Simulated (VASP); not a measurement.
# ZnS (P4/mmm) in VASP: notebook

The runs below take ZnS through relaxation of cell and atoms, single point, with PBE.

Program: VASP 6.6.1. These are calculated values, not measurements. Logs are shortened: lines on timing, memory, paths and dates and some standing lists are left out, and cuts for length are marked.

## 1. The cell of the first run

It takes space group P4/mmm (No. 123, tetragonal). The conventional cell has a = 3.439 Å, b = 3.439 Å, c = 2.752 Å, α = 90.00°, β = 90.00°, γ = 90.00°. Zn (site symmetry 4/mmm) has 6 Zn at 2.75 to 3.44 Å and 8 S at 2.79 Å within 3.6 Å. Within 3.6 Å of S (site symmetry 4/mmm) lie 6 S at 2.75 to 3.44 Å and 8 Zn at 2.79 Å.

## 2. Relaxation of cell and atoms, PBE

The input, INCAR:

```
ALGO = Normal
EDIFF = 1E-6
EDIFFG = -0.04
ENCUT = 600
GGA = PE
IBRION = 2
ISIF = 3
ISMEAR = 0
LASPH = T
LCHARG = F
LREAL = F
LWAVE = F
NELM = 100
NSW = 90
PREC = Accurate
SIGMA = 0.1
```

The input, KPOINTS:

```
k-points
0
Gamma
  6 6 6
```

The input, POSCAR:

```
ZnS
1.0
    3.4394742721      0.0000000000      0.0000000000
    0.0000000000      3.4394742721      0.0000000000
    0.0000000000      0.0000000000      2.7521041143
Zn S
1 1
Direct
    0.5000000000      0.5000000000      0.5000000000
    0.0000000000      0.0000000000      0.0000000000
```

Potentials or basis: VASP PAW PBE potentials, release 64 (Zn, S).

Run with:

```bash
cat potpaw_PBE.64/Zn/POTCAR potpaw_PBE.64/S/POTCAR > POTCAR
mpirun -np 1 vasp_std > vasp.out
```

OUTCAR:

```text
EDIFF = 1E-6
   EDIFFG = -0.04
   ENCUT = 600
   GGA = PE
   IBRION = 2
   ISIF = 3
   ISMEAR = 0
   LASPH = T
   LREAL = F
   NELM = 100
   NSW = 90
   PREC = Accurate

 ion  position               nearest neighbor table
   1  0.500  0.500  0.500-   2 2.79   2 2.79   2 2.79   2 2.79   2 2.79   2 2.79   2 2.79   2 2.79

   2  0.000  0.000  0.000-   1 2.79   1 2.79   1 2.79   1 2.79   1 2.79   1 2.79   1 2.79   1 2.79

  LATTYP: Found a simple tetragonal cell.
 ALAT       =     3.4394742721
 C/A-ratio  =     0.8001525514

  Lattice vectors:

 A1 = (   3.4394742721,   0.0000000000,   0.0000000000)
 A2 = (   0.0000000000,   3.4394742721,   0.0000000000)
 A3 = (   0.0000000000,   0.0000000000,   2.7521041143)

Analysis of symmetry for initial positions (statically):
=====================================================================
 Subroutine PRICEL returns:
 Original cell was already a primitive cell.

 Routine SETGRP: Setting up the symmetry group for a
 simple tetragonal supercell.

 Subroutine GETGRP returns: Found 16 space group operations
 (whereof 16 operations were pure point group operations)
 out of a pool of 16 trial point group operations.

The static configuration has the point symmetry D_4h.

Analysis of symmetry for dynamics (positions and initial velocities):
=====================================================================
 Subroutine PRICEL returns:
 Original cell was already a primitive cell.

 Routine SETGRP: Setting up the symmetry group for a
 simple tetragonal supercell.

 Subroutine GETGRP returns: Found 16 space group operations
 (whereof 16 operations were pure point group operations)
 out of a pool of 16 trial point group operations.

The dynamic configuration has the point symmetry D_4h.

 Subroutine INISYM returns: Found 16 space group operations
 (whereof 16 operations are pure point group operations),
 and found     1 'primitive' translations

----------------------------------------------------------------------------------------

                                     Primitive cell

  volume of cell :      32.5573

  direct lattice vectors                    reciprocal lattice vectors
     3.439474272  0.000000000  0.000000000     0.290742108  0.000000000  0.000000000
     0.000000000  3.439474272  0.000000000     0.000000000  0.290742108  0.000000000
     0.000000000  0.000000000  2.752104114     0.000000000  0.000000000  0.363358346

  length of vectors
     3.439474272  3.439474272  2.752104114     0.290742108  0.290742108  0.363358346

  position of ions in fractional coordinates (direct lattice)
     0.500000000  0.500000000  0.500000000
     0.000000000  0.000000000  0.000000000

  ion indices of the primitive-cell ions
   primitive index   ion index
                 1           1
                 2           2

----------------------------------------------------------------------------------------

 KPOINTS: k-points

Automatic generation of k-mesh.
 Grid dimensions read from file:
 generate k-points for:    6    6    6

 Generating k-lattice:

  Cartesian coordinates                     Fractional coordinates (reciprocal lattice)
     0.048457018  0.000000000  0.000000000     0.166666667  0.000000000  0.000000000
     0.000000000  0.048457018  0.000000000     0.000000000  0.166666667  0.000000000
     0.000000000  0.000000000  0.060559724     0.000000000  0.000000000  0.166666667

  Length of vectors
     0.048457018  0.048457018  0.060559724

  Shift w.r.t. Gamma in fractional coordinates (k-lattice)
     0.000000000  0.000000000  0.000000000

 Subroutine IBZKPT returns following result:
 ===========================================

 Found     40 irreducible k-points:

 Following reciprocal coordinates:
            Coordinates               Weight
  0.000000  0.000000  0.000000      1.000000
  0.166667  0.000000  0.000000      4.000000
  0.333333  0.000000  0.000000      4.000000
  0.500000  0.000000  0.000000      2.000000
  0.166667  0.166667  0.000000      4.000000
  0.333333  0.166667  0.000000      8.000000
[... 16 lines left out ...]
  0.333333  0.000000  0.333333      8.000000
  0.500000  0.000000  0.333333      4.000000
 [... further k-points ...]
   k-points           NKPTS =     40   k-points in BZ     NKDIM =     40   number of bands    NBANDS=     13
   number of dos      NEDOS =    301   number of ions     NIONS =      2
   total plane-waves  NPLWV =  18816
   dimension x,y,z NGX =    28 NGY =   28 NGZ =   24
   dimension x,y,z NGXF=    56 NGYF=   56 NGZF=   48
   ions per type =               1   1
   NGX,Y,Z   is equivalent  to a cutoff of  13.53, 13.53, 14.50 a.u.
   NGXF,Y,Z  is equivalent  to a cutoff of  27.07, 27.07, 29.00 a.u.
 SYSTEM =  unknown system
   PREC   = accura    normal or accurate (medium, high low for compatibility)
   ISTART =      0    job   : 0-new  1-cont  2-samecut
   ICHARG =      2    charge: 1-file 2-atom 10-const
   ISPIN  =      1    spin polarized calculation?
   LNONCOLLINEAR =      F non collinear calculations
   LSORBIT =      F    spin-orbit coupling
   LASPH  =      T    aspherical Exc in radial PAW
   ENCUT  =  600.0 eV  44.10 Ry    6.64 a.u.   6.87  6.87  5.50*2*pi/ulx,y,z
   NELM   =    100;   NELMIN=  2; NELMDL= -5     # of ELM steps
   EDIFF  = 0.1E-05   stopping-criterion for ELM
   LREAL  =      F    real-space projection
   EDIFFG = -.4E-01   stopping-criterion for IOM
   NSW    =     90    number of steps for IOM
   IBRION =      2    ionic relax: 0-MD 1-quasi-New 2-CG
   NFREE  =      1    steps in history (QN), initial steepest desc. (CG)
   ISIF   =      3    stress and relaxation
   ISYM   =      2    0-nonsym 1-usesym 2-fastsym
   POTIM  = 0.5000    time-step for ionic-motion
   TEBEG  =    0.0;   TEEND  =   0.0 temperature during run
   PSTRESS=    0.0 pullay stress
   NELECT =      18.0000    total number of electrons
   NUPDOWN=      -1.0000    fix difference up-down
   EMIN   =  10.00;   EMAX   =-10.00  energy-range for DOS
   EFERMI =   0.00;   METHOD = LEGACY
   ISMEAR =     0;   SIGMA  =   0.10  broadening in eV -4-tet -1-fermi 0-gaus
   EFERMI_NEDOS =   21; number of points for ismear=-14 and -15
   IALGO  =     38    algorithm
   IMIX   =      4    mixing-type and parameters
     AMIX     =   0.40;   BMIX     =  1.00
     AMIX_MAG =   1.60;   BMIX_MAG =  1.00
  volume/ion in A,a.u.               =      16.28       109.85
  Fermi-wavevector in a.u.,A,eV,Ry     =   1.343639  2.539110 24.563500  1.805366
  Thomas-Fermi vector in A             =   2.471697
   LORBIT       =      0    0 simple, 1 ext, 2 COOP (PROOUT), +10 PAW based schemes
   GGA     = PE    functional components
   LHFCALC =     F    Hartree Fock is set to
   AEXX    =    0.0000 exact exchange contribution
   IVDW    =     0    specifies the selected vdW correction
   LEPSILON=     F    determine dielectric tensor
   LRPA    =     F    only Hartree local field effects (RPA)
 conjugate gradient relaxation of ions
 non-spin polarized calculation
 Gauss-broadening in eV      SIGMA  =   0.10
  energy-cutoff  :      600.00
  volume of cell :       32.56
 maximum number of plane-waves:      1106
 NGX is ok and might be reduce to    28
   NGX = 13   NGY = 13   NGZ = 11

--------------------------------------- Ionic step        1  -------------------------------------------

 number of electron      17.9999993 magnetization

 Free energy of the ion-electron system (eV)
  ---------------------------------------------------
  ext. energy  EPLUGINS =         0.00000000
  ---------------------------------------------------
  free energy    TOTEN  =        -4.87814438 eV

  energy without entropy =       -4.87252287  energy(sigma->0) =       -4.87533362

------------------------ aborting loop because EDIFF is reached ----------------------------------------

  FORCE on cell =-STRESS in cart. coord.  units (eV):
  Direction    XX          YY          ZZ          XY          YZ          ZX
  --------------------------------------------------------------------------------------
  -------------------------------------------------------------------------------------
  Total       -0.5668373     -0.5668373      2.0153916      0.0000000     -0.0000000      0.0000000
  in kB      -27.8945909    -27.8945909     99.1793018      0.0000000     -0.0000000      0.0000000
  external PRESSURE =      14.4633734 kB  Pullay stress =       0.0000000 kB
[... 165 lines left out ...]
  energy  without entropy=       -4.9547547618  energy(sigma->0) =       -4.95683960

--------------------------------------- Ionic step        6  -------------------------------------------

 number of electron      17.9999996 magnetization

 Free energy of the ion-electron system (eV)
  ---------------------------------------------------
  ext. energy  EPLUGINS =         0.00000000
  ---------------------------------------------------
  free energy    TOTEN  =        -4.96411621 eV

  energy without entropy =       -4.96040915  energy(sigma->0) =       -4.96226268

 E-fermi :   4.8877     XC(G=0): -11.0353

 val. band max:        4.7892516444   @ k =   0.5000   0.3333   0.5000
 cond. band min:       4.9093792517   @ k =   0.3333   0.1667   0.5000
 fundamental gap:      0.1201276073
 Fermi energy:         4.8876788008

 k-point     1 :       0.0000    0.0000    0.0000
  band No.  band energies     occupation
      1      -9.8081      2.00000
      2      -2.5378      2.00000
      3      -2.3742      2.00000
      4      -2.0722      2.00000
      5      -1.9989      2.00000
      6      -1.9989      2.00000
      7       2.6806      2.00000
      8       2.6806      2.00000
      9       3.6755      2.00000
     10       4.9916      0.14168
     11      10.2741      0.00000
     12      11.9252      0.00000
     13      15.9982      0.00000
[... 353 lines left out ...]
 k-point    24 :       0.5000    0.0000    0.3333
  band No.  band energies     occupation
      1      -7.5839      2.00000
      2      -2.3488      2.00000
      3      -2.1860      2.00000
      4      -2.1825      2.00000
      5      -2.1166      2.00000
      6      -2.0587      2.00000
      7      -0.9880      2.00000
      8       0.6879      2.00000
      9       4.5647      2.00000
     10       5.3513      0.00000
     11      10.8636      0.00000
     12      11.6826      0.00000
     13      12.8178      0.00000

 [... further k-points ...]
[... 5 lines left out ...]
  --------------------------------------------------------------------------------------
  -------------------------------------------------------------------------------------
  Total        0.0004772      0.0004772      0.0310371      0.0000000      0.0000000      0.0000000
  in kB        0.0234747      0.0234747      1.5268409      0.0000000      0.0000000      0.0000000
  external PRESSURE =       0.5245967 kB  Pullay stress =       0.0000000 kB
[... 17 lines left out ...]
  FREE ENERGIE OF THE ION-ELECTRON SYSTEM (eV)
  ---------------------------------------------------
  free  energy   TOTEN  =        -4.9641162142 eV

  energy  without entropy=       -4.9604091507  energy(sigma->0) =       -4.96226268

 reached required accuracy - stopping structural energy minimisation
```

Run time: 43 s. Hardware: 1 thread of Intel Xeon 6975P-C, shared host; peak memory 0.16 GiB.

What came out:

```
Free energy                            : -4.9641 eV
Relaxed volume                         : 16.28 Å³/atom
Relaxed cell                           : a = 3.337 Å, b = 3.337 Å, c = 2.925 Å, α = 90.00°, β = 90.00°, γ = 90.00°
Space group after relaxing (to 0.05 Å) : P4/mmm (No. 123)
Energy gained by relaxing              : 43.0 meV/atom
Ionic steps                            : 6
Pressure after relaxing                : 0.1 GPa
Band gap on the k mesh                 : zero (band 9 reaches 5.90 eV, above the bottom of band 10 at 3.86 eV)
```

The path:
| step | energy change (eV) | largest force (eV/Å) | pressure (GPa) | volume (Å³) |
| --- | --- | --- | --- | --- |
| 1 | 0.0000 | 0.0000 | 1.45 | 32.56 |
| 2 | -0.0767 | 0.0000 | -1.10 | 33.21 |
| 3 | -0.0803 | 0.0000 | -1.41 | 33.34 |
| 4 | -0.0807 | 0.0000 | -1.60 | 33.39 |
| 5 | -0.0808 | 0.0000 | -1.70 | 33.41 |
| 6 | -0.0860 | 0.0000 | 0.05 | 32.57 |

Final structure:
```cif
data_structure
_symmetry_space_group_name_H-M 'P 1'
_symmetry_Int_Tables_number 1
_cell_length_a 3.3369
_cell_length_b 3.3369
_cell_length_c 2.9249
_cell_angle_alpha 90.000
_cell_angle_beta 90.000
_cell_angle_gamma 90.000
_cell_volume 32.57
loop_
_atom_site_label
_atom_site_type_symbol
_atom_site_fract_x
_atom_site_fract_y
_atom_site_fract_z
_atom_site_occupancy
Zn1 Zn 0.50000 0.50000 0.50000 1
S1 S 0.00000 0.00000 0.00000 1
```

Levels at points of the mesh, in eV from the Fermi level:
| k point | band 5 | band 6 | band 7 | band 8 | band 9 | band 10 | band 11 | band 12 | band 13 |
| --- | --- | --- | --- | --- | --- | --- | --- | --- | --- |
| (0.00, 0.00, 0.00) | -6.89 | -6.89 | -2.21 | -2.21 | -1.21 | 0.10 | 5.39 | 7.04 | 11.11 |
| (0.50, 0.00, 0.00) | -7.01 | -6.87 | -6.48 | -0.80 | 0.96 | 3.56 | 4.32 | 5.65 | 8.04 |
| (0.50, 0.50, 0.00) | -6.83 | -6.68 | -5.64 | -5.64 | -2.73 | 1.19 | 9.29 | 9.29 | 9.69 |
| (0.00, 0.00, 0.50) | -7.16 | -6.92 | -6.05 | -0.30 | -0.30 | 2.76 | 4.02 | 6.40 | 6.40 |
| (0.50, 0.00, 0.50) | -6.79 | -6.76 | -5.69 | -4.95 | -1.40 | -0.13 | 6.96 | 7.91 | 8.67 |
| (0.50, 0.50, 0.50) | -6.81 | -6.73 | -3.56 | -2.47 | -2.47 | 0.83 | 1.33 | 1.33 | 2.17 |

Caveat: the k points lie up to 0.36 Å⁻¹ apart in the final cell.

## 3. Relaxation of cell and atoms, PBE

This run uses another cell than the first one, of 23.28 Å³/atom, 1.430 times its volume.

The input, INCAR:

```
PREC     = Accurate       # precision mode
ENCUT    = 600            # plane-wave cutoff, eV
EDIFF    = 1E-6           # SCF threshold, eV
ISMEAR   = 0              # smearing method
SIGMA    = 0.1            # smearing width, eV
LREAL    = False          # projectors in reciprocal space
LASPH    = True           # aspherical terms in the spheres
NELM     = 100            # most SCF steps
ALGO     = Normal         # electronic algorithm
ISIF     = 3              # what is computed and relaxed
LWAVE    = False          # write WAVECAR
LCHARG   = False          # write CHGCAR
GGA      = PE             # functional
IBRION   = 2              # ionic algorithm
NSW      = 90             # ionic steps
EDIFFG   = -0.04          # ionic threshold
```

The input, KPOINTS:

```
regular mesh
0
Gamma
  6 6 4
```

The input, POSCAR:

```
ZnS
1.0
    3.3207089800      0.0000000000      0.0000000000
    0.0000000000      3.3207089800      0.0000000000
    0.0000000000      0.0000000000      4.2217213200
Zn S
1 1
Direct
    0.5000000000      0.5000000000      0.5000000000
    0.0000000000      0.0000000000      0.0000000000
```

Potentials or basis: VASP PAW PBE potentials, release 64 (Zn, S).

Run with:

```bash
cat potpaw_PBE.64/Zn/POTCAR potpaw_PBE.64/S/POTCAR > POTCAR
mpirun -np 1 vasp_std > vasp.out
```

It took 3.2 min on 1 thread of Intel Xeon 6975P-C, shared host; peak memory 0.19 GiB.

The run converged. Its results:

```
Free energy                            : -5.1034 eV
Relaxed volume                         : 16.29 Å³/atom
Relaxed cell                           : a = 3.440 Å, b = 3.440 Å, c = 2.753 Å, α = 90.00°, β = 90.00°, γ = 90.00°
Space group after relaxing (to 0.05 Å) : P4/mmm (No. 123)
Energy gained by relaxing              : 556.3 meV/atom
Ionic steps                            : 18
Pressure after relaxing                : 0.0 GPa
Band gap on the k mesh                 : zero (band 9 reaches 6.77 eV, above the bottom of band 10 at 3.16 eV)
```

Step by step:
```csv
step,energy change (eV),largest force (eV/Å),pressure (GPa),volume (Å³)
1,0.0000,0.0000,-11.10,46.55
2,-0.6985,0.0000,-5.96,36.46
3,-0.8174,0.0000,-0.01,32.85
4,-0.8239,0.0000,2.06,31.95
5,-0.9116,0.0000,2.18,31.81
6,-0.9166,0.0000,2.24,31.76
7,-0.9207,0.0000,2.57,31.65
8,-0.9426,0.0000,3.07,31.37
9,-1.0806,0.0000,4.19,30.51
10,0.7060,0.0000,38.85,27.59
11,-1.0810,0.0000,4.55,30.45
12,-1.0976,0.0000,-3.19,34.03
13,-1.1108,0.0000,-0.16,32.56
14,-1.1108,0.0000,-0.38,32.66
15,-1.1109,0.0000,-0.21,32.75
16,-1.1124,0.0000,-0.38,32.71
17,-1.1124,0.0000,0.37,32.42
18,-1.1126,0.0000,0.02,32.58
```

Final structure:
```
Zn S
1.0
     3.44016    0.00000    0.00000
     0.00000    3.44016    0.00000
     0.00000    0.00000    2.75253
Zn S
1 1
Cartesian
  1.7201 1.7201 1.3763
  0.0000 0.0000 0.0000
```

Levels at points of the mesh, in eV from the Fermi level:
| k point | band 7 | band 8 | band 9 | band 10 | band 11 | band 12 |
| --- | --- | --- | --- | --- | --- | --- |
| (0.00, 0.00, 0.00) | -2.89 | -2.89 | -1.97 | 1.16 | 4.85 | 8.05 |
| (0.50, 0.00, 0.00) | -6.67 | -1.49 | 1.74 | 2.90 | 3.56 | 4.69 |
| (0.50, 0.50, 0.00) | -5.97 | -5.97 | -3.34 | 1.91 | 9.41 | 9.41 |
| (0.00, 0.00, 0.50) | -6.01 | -0.54 | -0.54 | 2.16 | 3.53 | 5.96 |
| (0.50, 0.00, 0.50) | -6.17 | -4.73 | -1.01 | -0.44 | 6.05 | 7.54 |
| (0.50, 0.50, 0.50) | -4.35 | -2.38 | -2.38 | 0.62 | 1.44 | 1.44 |

Caveat: the k points lie up to 0.57 Å⁻¹ apart in the final cell; the volume moved by over 15 % at a fixed basis, so the end points are rough.

(Part 1 of 2 ends here.)
